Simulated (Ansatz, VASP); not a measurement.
# One calculation of HgH4O2F2, two programs

```
CELL_PARAMETERS angstrom
10.62000 0.00000 0.00000
0.00000 13.31000 0.00000
0.00000 0.00000 13.70000
ATOMIC_POSITIONS crystal
Hg 0.57150 0.49987 0.50009
F 0.57670 0.64393 0.54009
F 0.57670 0.35580 0.46009
O 0.42373 0.38285 0.61153
O 0.42373 0.61688 0.38864
H 0.46731 0.36463 0.67170
H 0.46209 0.33809 0.56221
H 0.46209 0.66164 0.43796
H 0.46731 0.63510 0.32847
```

Alike in both runs: task single point; functional PBE; k mesh 1 × 1 × 1; occupations gaussian, width 0.01 eV; no spin polarisation.

|  | VASP | Ansatz |
| --- | --- | --- |
| version | VASP 6.6.1 | Ansatz 0.2.0 |
| potentials or method | VASP PAW PBE potentials, release 64 (Hg, F, O, H), cutoff 520 eV | scalar-relativistic, plane waves, PAW |
| valence electrons in the cell | 42 | 50 |

|  | VASP | Ansatz | Ansatz less VASP |
| --- | --- | --- | --- |
| gap on the k mesh at the Fermi level (eV) | 3.91 | 3.93 | +0.028 |
| rms of the force components (eV/Å) | 0.145 | 0.148 | +0.0024 |

The functional is the same, so the differences come from potentials, cutoffs and numerics. VASP's potentials hold 42 valence electrons a cell and Ansatz's 50, so a difference there can come from the potentials and not from the codes.

Spin-orbit coupling is off throughout.
